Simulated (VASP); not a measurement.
Set up this calculation in VASP 6.6.1, as the native input.

| Item | Value |
| --- | --- |
| Task | single point |
| Functional | r2SCAN |
| Potentials or basis | VASP PAW PBE potentials, release 64 (F, Li_sv) |
| Cutoff | 520 eV |
| k mesh | 1 × 1 × 1, shifted |
| Occupations | fermi-dirac, width 0.05 eV |
| Spin | no spin polarisation |
| Dipole correction | no |
| Further INCAR settings | LREAL = Auto; ALGO = Normal; EDIFF = 1e-06; NBANDS = 192; ISYM = 0 |

LiF (a cell with a defect):

```
CELL_PARAMETERS angstrom
8.01519 0.00000 0.00000
0.00000 8.01519 0.00000
0.00000 0.00000 8.01519
ATOMIC_POSITIONS crystal
F 0.24922 0.00598 0.00604
F 0.24822 0.00697 0.49348
F 0.24822 0.49343 0.00700
F 0.23887 0.49415 0.49422
F 0.75108 0.00155 0.00163
F 0.75260 0.00257 0.49857
F 0.75260 0.49851 0.00264
F 0.76529 0.49889 0.49895
F 0.00634 0.24888 0.00606
F 0.00730 0.24787 0.49350
F 0.00191 0.75073 0.00163
F 0.00293 0.75225 0.49856
F 0.49379 0.24786 0.00698
F 0.49453 0.23851 0.49423
F 0.49886 0.75224 0.00264
F 0.49923 0.76493 0.49894
F 0.00633 0.00599 0.24894
F 0.00191 0.00156 0.75079
F 0.00732 0.49341 0.24793
F 0.00292 0.49851 0.75232
F 0.49376 0.00696 0.24792
F 0.49886 0.00256 0.75231
F 0.49448 0.49412 0.23857
F 0.49924 0.49889 0.76499
F 0.25038 0.25003 0.74899
F 0.25038 0.74891 0.25009
F 0.25073 0.74983 0.74989
F 0.74926 0.25002 0.25008
F 0.75019 0.25039 0.74990
F 0.75017 0.74982 0.25045
F 0.75039 0.75003 0.75009
Li 0.00041 0.00006 0.00012
Li 0.00051 0.00017 0.49944
Li 0.00051 0.49939 0.00023
Li 0.00133 0.49957 0.49965
Li 0.49973 0.00015 0.00021
Li 0.49994 0.00098 0.49966
Li 0.49993 0.49958 0.00103
Li 0.25194 0.25159 0.97581
Li 0.25766 0.25728 0.52133
Li 0.25209 0.74685 0.99682
Li 0.25841 0.74093 0.50305
Li 0.74723 0.25175 0.99682
Li 0.74128 0.25806 0.50306
Li 0.74828 0.74791 0.99880
Li 0.74268 0.74233 0.50153
Li 0.25192 0.97573 0.25167
Li 0.25210 0.99676 0.74690
Li 0.25761 0.52124 0.25732
Li 0.25840 0.50299 0.74104
Li 0.74723 0.99674 0.25182
Li 0.74828 0.99873 0.74797
Li 0.74124 0.50298 0.25813
Li 0.74269 0.50147 0.74241
Li 0.97608 0.25161 0.25169
Li 0.99712 0.25175 0.74689
Li 0.99710 0.74680 0.25182
Li 0.99908 0.74791 0.74796
Li 0.52160 0.25720 0.25730
Li 0.50336 0.25804 0.74107
Li 0.50333 0.74097 0.25809
Li 0.50183 0.74234 0.74240
```

The input as run:

POSCAR

```
LiF
1.0
    8.0151850000      0.0000000000      0.0000000000
    0.0000000000      8.0151850000      0.0000000000
    0.0000000000      0.0000000000      8.0151850000
F Li
31 31
Direct
    0.2492190000      0.0059830000      0.0060420000
    0.2482240000      0.0069710000      0.4934800000
    0.2482180000      0.4934280000      0.0069980000
    0.2388670000      0.4941530000      0.4942230000
    0.7510820000      0.0015490000      0.0016260000
    0.7526000000      0.0025650000      0.4985660000
    0.7526000000      0.4985120000      0.0026410000
    0.7652890000      0.4988860000      0.4989470000
    0.0063380000      0.2488770000      0.0060590000
    0.0073050000      0.2478680000      0.4934970000
    0.0019110000      0.7507280000      0.0016340000
    0.0029290000      0.7522530000      0.4985650000
    0.4937860000      0.2478590000      0.0069780000
    0.4945340000      0.2385140000      0.4942290000
    0.4988570000      0.7522420000      0.0026370000
    0.4992350000      0.7649310000      0.4989370000
    0.0063270000      0.0059890000      0.2489410000
    0.0019110000      0.0015560000      0.7507900000
    0.0073220000      0.4934150000      0.2479350000
    0.0029220000      0.4985150000      0.7523170000
    0.4937600000      0.0069580000      0.2479210000
    0.4988630000      0.0025590000      0.7523060000
    0.4944820000      0.4941160000      0.2385700000
    0.4992420000      0.4988930000      0.7649860000
    0.2503820000      0.2500270000      0.7489850000
    0.2503790000      0.7489060000      0.2500850000
    0.2507350000      0.7498340000      0.7498900000
    0.7492580000      0.2500230000      0.2500820000
    0.7501950000      0.2503860000      0.7498990000
    0.7501710000      0.7498170000      0.2504490000
    0.7503860000      0.7500270000      0.7500920000
    0.0004080000      0.0000570000      0.0001190000
    0.0005080000      0.0001660000      0.4994440000
    0.0005050000      0.4993860000      0.0002330000
    0.0013340000      0.4995720000      0.4996500000
    0.4997330000      0.0001510000      0.0002060000
    0.4999390000      0.0009790000      0.4996610000
    0.4999330000      0.4995820000      0.0010340000
    0.2519410000      0.2515910000      0.9758110000
    0.2576620000      0.2572770000      0.5213260000
    0.2520910000      0.7468470000      0.9968160000
    0.2584120000      0.7409300000      0.5030540000
    0.7472320000      0.2517500000      0.9968240000
    0.7412780000      0.2580620000      0.5030630000
    0.7482790000      0.7479130000      0.9987970000
    0.7426790000      0.7423300000      0.5015350000
    0.2519180000      0.9757260000      0.2516670000
    0.2520970000      0.9967560000      0.7468980000
    0.2576060000      0.5212430000      0.2573200000
    0.2584020000      0.5029950000      0.7410410000
    0.7472290000      0.9967420000      0.2518210000
    0.7482810000      0.9987300000      0.7479740000
    0.7412420000      0.5029760000      0.2581280000
    0.7426950000      0.5014730000      0.7424110000
    0.9760830000      0.2516080000      0.2516920000
    0.9971220000      0.2517530000      0.7468870000
    0.9970990000      0.7468010000      0.2518220000
    0.9990840000      0.7479110000      0.7479620000
    0.5216020000      0.2571980000      0.2572990000
    0.5033570000      0.2580390000      0.7410680000
    0.5033250000      0.7409720000      0.2580930000
    0.5018280000      0.7423410000      0.7424000000
```

INCAR.step1

```
  PREC = Accurate
  ENCUT = 520
  ISMEAR = -1
  SIGMA = 0.05
  LREAL = Auto
  LASPH = T
  NELM = 80
  ISYM = 0
  NBANDS = 192
  GGA = PE
  ALGO = Normal
  EDIFF = 1E-4
  LWAVE = T
  LCHARG = F
```

INCAR.step2

```
  PREC = Accurate
  ENCUT = 520
  EDIFF = 1E-6
  ISMEAR = -1
  SIGMA = 0.05
  LREAL = Auto
  LASPH = T
  NELM = 80
  ALGO = Normal
  ISIF = 2
  LWAVE = F
  LCHARG = T
  METAGGA = R2SCAN
  LMIXTAU = T
  LELF = T
  LVHAR = T
  ISYM = 0
  NBANDS = 192
  ISTART = 1
```

KPOINTS

```
Automatic mesh
0
Gamma
  1 1 1
  0.25 0.25 0.25
```

Potentials or basis: VASP PAW PBE potentials, release 64 (F, Li_sv).

Run with:

```bash
$ cat potpaw_PBE.64/F/POTCAR potpaw_PBE.64/Li_sv/POTCAR > POTCAR
$ cp INCAR.step1 INCAR
$ mpirun -np 1 vasp_std > vasp.out
$ cp INCAR.step2 INCAR
$ mpirun -np 1 vasp_std > vasp.out
```

It gave:

| Item | Value |
| --- | --- |
| Largest force | 0.097 eV/Å |
| Band gap on the k mesh | 7.68 eV |

Caveat: the PAW data sets were made with another functional, which shifts forces and pressure a little.

Wall time 53 min on 1 thread of Intel(R) Xeon(R) Platinum 8375C CPU @ 2.90GHz (Ice Lake), on a shared host, peak memory 0.66 GiB.
